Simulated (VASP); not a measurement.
# SiGe3 (I-42d) in VASP: single point with PBE

Aim: the single point of SiGe3 with PBE.

All numbers are computed with VASP 6.6.1; they aren't measurements. Logs are shortened: lines on timing, memory, paths and dates and some standing lists are left out, and cuts for length are marked.

### Step 1. The cell of the first run

Symmetry: I-42d, No. 122, tetragonal system. Conventional cell: a = 5.439 Å, b = 5.439 Å, c = 10.881 Å, α = 90.00°, β = 90.00°, γ = 90.00°. Within 3.1 Å of Si (site symmetry -4) lie 4 Ge at 2.33 Å. Within 3.1 Å of Ge (site symmetry 2) lie 2 Si at 2.33 Å and 2 Ge at 2.38 Å. Within 3.1 Å of Ge (site symmetry -4) lie 4 Ge at 2.38 Å.

### Step 2. Single point, PBE (20.12 Å³/atom)

File INCAR:

```
ALGO     = Normal         # electronic algorithm
EDIFF    = 1E-6           # SCF threshold, eV
ENCUT    = 520            # plane-wave cutoff, eV
GGA      = PE             # functional
ISIF     = 2              # what is computed and relaxed
ISMEAR   = 0              # smearing method
LASPH    = True           # aspherical terms in the spheres
LCHARG   = True           # write CHGCAR
LELF     = True           # ELF
LREAL    = False          # projectors in reciprocal space
LVHAR    = True         
LWAVE    = False          # write WAVECAR
NBANDS   = 56             # bands
NELM     = 80             # most SCF steps
PREC     = Accurate       # precision mode
SIGMA    = 0.02           # smearing width, eV
```

File KPOINTS:

```
k-points
0
Gamma
  10 10 10
```

File POSCAR:

```
SiGe3
1.0
   -2.7197495176      2.7197495176      5.4405837134
    2.7197495176     -2.7197495176      5.4405837134
    2.7197495176      2.7197495176     -5.4405837134
Si Ge
2 6
Direct
    0.0000000000      0.0000000000      0.0000000000
    0.7500000000      0.2500000000      0.5000000000
    0.6337680714      0.6250000000      0.5087680714
    0.5000000000      0.5000000000      0.0000000000
    0.1162319286      0.1250000000      0.4912319286
    0.3750000000      0.8837680714      0.0087680714
    0.8750000000      0.3662319286      0.9912319286
    0.2500000000      0.7500000000      0.5000000000
```

Potentials or basis: VASP PAW PBE potentials, release 64 (Si, Ge_d).

Launch:

```console
cat potpaw_PBE.64/Si/POTCAR potpaw_PBE.64/Ge_d/POTCAR > POTCAR
mpirun -np 1 vasp_std > vasp.out
```

OUTCAR:

```text
EDIFF = 1E-6
   ENCUT = 520
   GGA = PE
   ISIF = 2
   ISMEAR = 0
   LASPH = True
   LREAL = False
   NELM = 80
   PREC = Accurate

 ion  position               nearest neighbor table
   1  0.000  0.000  0.000-   3 2.33   5 2.33   6 2.33   7 2.33
   2  0.750  0.250  0.500-   3 2.33   5 2.33   6 2.33   7 2.33
   3  0.634  0.625  0.509-   1 2.33   2 2.33   8 2.38   4 2.38
   4  0.500  0.500  0.000-   3 2.38   6 2.38   7 2.38   5 2.38
   5  0.116  0.125  0.491-   1 2.33   2 2.33   8 2.38   4 2.38
   6  0.375  0.884  0.009-   1 2.33   2 2.33   4 2.38   8 2.38
   7  0.875  0.366  0.991-   1 2.33   2 2.33   4 2.38   8 2.38
   8  0.250  0.750  0.500-   6 2.38   3 2.38   5 2.38   7 2.38

  LATTYP: Found a body centered tetragonal cell.
 ALAT       =     5.4394990352
 C/A-ratio  =     2.0003988155

  Lattice vectors:

 A1 = (  -2.7197495176,   2.7197495176,   5.4405837134)
 A2 = (   2.7197495176,  -2.7197495176,   5.4405837134)
 A3 = (   2.7197495176,   2.7197495176,  -5.4405837134)

Analysis of symmetry for initial positions (statically):
=====================================================================
 Subroutine PRICEL returns:
 Original cell was already a primitive cell.

 Routine SETGRP: Setting up the symmetry group for a
 body centered tetragonal supercell.

 Subroutine GETGRP returns: Found  8 space group operations
 (whereof  4 operations were pure point group operations)
 out of a pool of 16 trial point group operations.

The static configuration has the point symmetry S_4 .
 The point group associated with its full space group is D_2d.

Analysis of symmetry for dynamics (positions and initial velocities):
=====================================================================
 Subroutine PRICEL returns:
 Original cell was already a primitive cell.

 Routine SETGRP: Setting up the symmetry group for a
 body centered tetragonal supercell.

 Subroutine GETGRP returns: Found  8 space group operations
 (whereof  4 operations were pure point group operations)
 out of a pool of 16 trial point group operations.

The dynamic configuration has the point symmetry S_4 .
 The point group associated with its full space group is D_2d.

 Subroutine INISYM returns: Found  8 space group operations
 (whereof  4 operations are pure point group operations),
 and found     1 'primitive' translations

----------------------------------------------------------------------------------------

                                     Primitive cell

  volume of cell :     160.9768

  direct lattice vectors                    reciprocal lattice vectors
    -2.719749518  2.719749518  5.440583713     0.000000000  0.183840459  0.091901904
     2.719749518 -2.719749518  5.440583713     0.183840459  0.000000000  0.091901904
     2.719749518  2.719749518 -5.440583713     0.183840459  0.183840459  0.000000000

  length of vectors
     6.662884212  6.662884212  6.662884212     0.205531687  0.205531687  0.259989671

  position of ions in fractional coordinates (direct lattice)
     0.000000000  0.000000000  0.000000000
     0.750000000  0.250000000  0.500000000
     0.633768071  0.625000000  0.508768071
     0.500000000  0.500000000  0.000000000
     0.116231929  0.125000000  0.491231929
     0.375000000  0.883768071  0.008768071
     0.875000000  0.366231929  0.991231929
     0.250000000  0.750000000  0.500000000

  ion indices of the primitive-cell ions
   primitive index   ion index
                 1           1
                 2           2
                 3           3
                 4           4
                 5           5
                 6           6
                 7           7
                 8           8

----------------------------------------------------------------------------------------

 KPOINTS: k-points

Automatic generation of k-mesh.
 Grid dimensions read from file:
 generate k-points for:   10   10   10

 Generating k-lattice:

  Cartesian coordinates                     Fractional coordinates (reciprocal lattice)
     0.000000000  0.018384046  0.009190190     0.100000000  0.000000000 -0.000000000
     0.018384046  0.000000000  0.009190190     0.000000000  0.100000000 -0.000000000
     0.018384046  0.018384046  0.000000000     0.000000000  0.000000000  0.100000000

  Length of vectors
     0.020553169  0.020553169  0.025998967

  Shift w.r.t. Gamma in fractional coordinates (k-lattice)
     0.000000000  0.000000000  0.000000000

 Subroutine IBZKPT returns following result:
 ===========================================

 Found    102 irreducible k-points:

 Following reciprocal coordinates:
            Coordinates               Weight
  0.000000  0.000000  0.000000      1.000000
  0.100000  0.000000 -0.000000      8.000000
  0.200000  0.000000 -0.000000      8.000000
  0.300000  0.000000 -0.000000      8.000000
  0.400000  0.000000 -0.000000      8.000000
  0.500000  0.000000 -0.000000      4.000000
[... 16 lines left out ...]
  0.300000  0.300000 -0.000000      8.000000
  0.400000  0.300000 -0.000000     16.000000
 [... further k-points ...]
   k-points           NKPTS =    102   k-points in BZ     NKDIM =    102   number of bands    NBANDS=     56
   number of dos      NEDOS =    301   number of ions     NIONS =      8
   total plane-waves  NPLWV = 125000
   dimension x,y,z NGX =    50 NGY =   50 NGZ =   50
   dimension x,y,z NGXF=   100 NGYF=  100 NGZF=  100
   ions per type =               2   6
   NGX,Y,Z   is equivalent  to a cutoff of  12.48, 12.48, 12.48 a.u.
   NGXF,Y,Z  is equivalent  to a cutoff of  24.95, 24.95, 24.95 a.u.
 SYSTEM =  unknown system
   PREC   = accura    normal or accurate (medium, high low for compatibility)
   ISTART =      0    job   : 0-new  1-cont  2-samecut
   ICHARG =      2    charge: 1-file 2-atom 10-const
   ISPIN  =      1    spin polarized calculation?
   LNONCOLLINEAR =      F non collinear calculations
   LSORBIT =      F    spin-orbit coupling
   LASPH  =      T    aspherical Exc in radial PAW
   ENCUT  =  520.0 eV  38.22 Ry    6.18 a.u.  12.39 12.39 12.39*2*pi/ulx,y,z
   NELM   =     80;   NELMIN=  2; NELMDL= -5     # of ELM steps
   EDIFF  = 0.1E-05   stopping-criterion for ELM
   LREAL  =      F    real-space projection
   EDIFFG = 0.1E-04   stopping-criterion for IOM
   NSW    =      0    number of steps for IOM
   IBRION =     -1    ionic relax: 0-MD 1-quasi-New 2-CG
   NFREE  =      0    steps in history (QN), initial steepest desc. (CG)
   ISIF   =      2    stress and relaxation
   ISYM   =      2    0-nonsym 1-usesym 2-fastsym
   POTIM  = 0.5000    time-step for ionic-motion
   TEBEG  =    0.0;   TEEND  =   0.0 temperature during run
   PSTRESS=    0.0 pullay stress
   NELECT =      92.0000    total number of electrons
   NUPDOWN=      -1.0000    fix difference up-down
   EMIN   =  10.00;   EMAX   =-10.00  energy-range for DOS
   EFERMI =   0.00;   METHOD = LEGACY
   ISMEAR =     0;   SIGMA  =   0.02  broadening in eV -4-tet -1-fermi 0-gaus
   EFERMI_NEDOS =   21; number of points for ismear=-14 and -15
   IALGO  =     38    algorithm
   IMIX   =      4    mixing-type and parameters
     AMIX     =   0.40;   BMIX     =  1.00
     AMIX_MAG =   1.60;   BMIX_MAG =  1.00
  volume/ion in A,a.u.               =      20.12       135.79
  Fermi-wavevector in a.u.,A,eV,Ry     =   1.358573  2.567331 25.112556  1.845721
  Thomas-Fermi vector in A             =   2.485395
   LORBIT       =      0    0 simple, 1 ext, 2 COOP (PROOUT), +10 PAW based schemes
   GGA     = PE    functional components
   LHFCALC =     F    Hartree Fock is set to
   AEXX    =    0.0000 exact exchange contribution
   IVDW    =     0    specifies the selected vdW correction
   LEPSILON=     F    determine dielectric tensor
   LRPA    =     F    only Hartree local field effects (RPA)
 non-spin polarized calculation
 Gauss-broadening in eV      SIGMA  =   0.02
  energy-cutoff  :      520.00
  volume of cell :      160.98
 maximum number of plane-waves:      4400
 NGX is ok and might be reduce to    50
   NGX = 25   NGY = 25   NGZ = 25

 number of electron      92.0000007 magnetization

 Free energy of the ion-electron system (eV)
  ---------------------------------------------------
  ext. energy  EPLUGINS =         0.00000000
  ---------------------------------------------------
  free energy    TOTEN  =       -37.15730173 eV

  energy without entropy =      -37.15730173  energy(sigma->0) =      -37.15730173

 E-fermi :   6.1950     XC(G=0): -10.2218

 val. band max:        6.0786930688   @ k =   0.0000   0.0000   0.0000
 cond. band min:       6.4949204913   @ k =  -0.2000  -0.2000   0.2000
 fundamental gap:      0.4162274225
 Fermi energy:         6.1950156411

 k-point     1 :       0.0000    0.0000    0.0000
  band No.  band energies     occupation
      1     -18.7676      2.00000
      2     -18.7676      2.00000
      3     -18.7584      2.00000
      4     -18.7379      2.00000
      5     -18.6957      2.00000
      6     -18.6957      2.00000
[... 48 lines left out ...]
     55      10.7647      0.00000
     56      10.7851      0.00000

 k-point     2 :       0.1000    0.0000   -0.0000
  band No.  band energies     occupation
      1     -18.7674      2.00000
      2     -18.7670      2.00000
      3     -18.7582      2.00000
      4     -18.7372      2.00000
      5     -18.6974      2.00000
      6     -18.6966      2.00000
[... 48 lines left out ...]
     55      10.3863      0.00000
     56      10.6596      0.00000

 k-point     3 :       0.2000    0.0000   -0.0000
  band No.  band energies     occupation
      1     -18.7668      2.00000
      2     -18.7658      2.00000
      3     -18.7574      2.00000
      4     -18.7353      2.00000
      5     -18.7020      2.00000
      6     -18.6989      2.00000
[... 1172 lines left out ...]
 k-point    23 :       0.3000    0.3000   -0.0000
  band No.  band energies     occupation
      1     -18.7647      2.00000
      2     -18.7643      2.00000
      3     -18.7448      2.00000
      4     -18.7341      2.00000
      5     -18.7138      2.00000
      6     -18.7091      2.00000
[... 48 lines left out ...]
     55      10.8484      0.00000
     56      11.1169      0.00000

 k-point    24 :       0.4000    0.3000   -0.0000
  band No.  band energies     occupation
      1     -18.7648      2.00000
      2     -18.7639      2.00000
      3     -18.7439      2.00000
      4     -18.7341      2.00000
      5     -18.7146      2.00000
      6     -18.7097      2.00000
[... 48 lines left out ...]
     55      10.1832      0.00000
     56      10.8805      0.00000

 [... further k-points ...]

------------------------ aborting loop because EDIFF is reached ----------------------------------------

  FORCE on cell =-STRESS in cart. coord.  units (eV):
  Direction    XX          YY          ZZ          XY          YZ          ZX
  --------------------------------------------------------------------------------------
  -------------------------------------------------------------------------------------
  Total       11.4292799     11.4292799     11.4211901      0.0000000      0.0000000      0.0000000
  in kB      113.7538611    113.7538611    113.6733444      0.0000000      0.0000000      0.0000000
  external PRESSURE =     113.7270222 kB  Pullay stress =       0.0000000 kB

 VOLUME and BASIS-vectors are now :
 -----------------------------------------------------------------------------
  energy-cutoff  :      520.00
  volume of cell :      160.98
      direct lattice vectors                 reciprocal lattice vectors
    -2.719749518  2.719749518  5.440583713     0.000000000  0.183840459  0.091901904
     2.719749518 -2.719749518  5.440583713     0.183840459  0.000000000  0.091901904
     2.719749518  2.719749518 -5.440583713     0.183840459  0.183840459  0.000000000

 POSITION                                       TOTAL-FORCE (eV/Angst)
 -----------------------------------------------------------------------------------
      0.00000      0.00000      0.00000         0.000000     -0.000000      0.000000
      0.00000      2.71975      2.72029         0.000000     -0.000000     -0.000000
      1.35987      1.40757      4.08044         0.000000      0.003586      0.000000
      0.00000      0.00000      5.44058         0.000000     -0.000000      0.000000
      1.35987      1.31218     -1.36015         0.000000     -0.003586      0.000000
      1.40757     -1.35987      6.80073         0.003586     -0.000000      0.000000
      1.31218      4.07962      1.36015        -0.003586     -0.000000      0.000000
      2.71975      0.00000      2.72029         0.000000     -0.000000      0.000000
 -----------------------------------------------------------------------------------
    total drift:                                0.000005      0.000005      0.000001

  FREE ENERGIE OF THE ION-ELECTRON SYSTEM (eV)
  ---------------------------------------------------
  free  energy   TOTEN  =       -37.1573017270 eV

  energy  without entropy=      -37.1573017270  energy(sigma->0) =      -37.15730173
```

Run time: 10 min. Hardware: 1 thread of Intel Xeon 6975P-C (Granite Rapids), shared host; peak memory 0.79 GiB.

What came out:

| Item | Value |
| --- | --- |
| Free energy | -37.1573 eV |
| Pressure | 11.4 GPa |
| Largest force | 0.004 eV/Å |
| Band gap on the k mesh | 0.42 eV (least direct gap 0.55 eV) |

Forces in eV/Å, atoms in the order of the input:
```
Si   0.000  0.000  0.000
Si   0.000  0.000  0.000
Ge   0.000  0.004  0.000
Ge   0.000  0.000  0.000
Ge   0.000 -0.004  0.000
Ge   0.004  0.000  0.000
Ge  -0.004  0.000  0.000
Ge   0.000  0.000  0.000
```

Levels at points of the mesh, in eV from the valence-band top:
| k point | band 42 | band 43 | band 44 | band 45 | band 46 | band 47 | band 48 | band 49 | band 50 | band 51 |
| --- | --- | --- | --- | --- | --- | --- | --- | --- | --- | --- |
| (0.00, 0.00, 0.00) | -3.30 | -3.30 | 0.00 | 0.00 | 0.00 | 0.54 | 0.66 | 1.72 | 2.55 | 2.55 |
| (0.50, 0.00, 0.00) | -3.10 | -3.00 | -2.93 | -1.79 | -1.64 | 2.32 | 2.48 | 2.72 | 2.94 | 3.52 |
| (0.50, 0.50, 0.00) | -1.65 | -1.47 | -1.47 | -1.43 | -1.43 | 0.79 | 0.79 | 2.31 | 2.31 | 3.62 |
| (0.50, 0.50, 0.50) | -3.29 | -2.22 | -2.22 | -2.19 | -2.19 | 0.55 | 0.55 | 0.59 | 0.59 | 1.05 |

Caveat: the cell stands under pressure. A k mesh can miss the band edges.
